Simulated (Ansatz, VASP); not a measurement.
Two plane-wave programs on SrTiO3

```xyz
5
Lattice="3.8147 0.0000 0.0000 0.0000 3.8147 0.0000 0.0000 0.0000 3.8147" Properties=species:S:1:pos:R:3 pbc="T T T"
Sr    0.0000    0.0000    0.0000
Ti    1.9073    1.9073    1.9073
O     0.0000    1.9073    1.9073
O     1.9073    0.0000    1.9073
O     1.9073    1.9073    0.0000
```

Alike in both runs: task single point; functional PBE; k mesh 8 × 8 × 8; occupations gaussian, width 0.02 eV; no spin polarisation.

|  | VASP | Ansatz |
| --- | --- | --- |
| version | VASP 6.6.1 | Ansatz 0.2.0 |
| potentials or method | VASP PAW PBE potentials, release 64 (Sr_sv, Ti_sv, O), cutoff 520 eV | scalar-relativistic, plane waves, PAW |
| valence electrons in the cell | 40 | 40 |

Ansatz gave:

| Item | Value |
| --- | --- |
| gap on the k mesh at the Fermi level (eV) | 2.02 |
| least direct gap on the mesh (eV) | 2.31 |
| pressure (GPa) | 19.7 |

Task: Which values does VASP return?

Result: gap on the k mesh at the Fermi level (eV): 1.98; least direct gap on the mesh (eV): 2.29; pressure (GPa): 20.5.
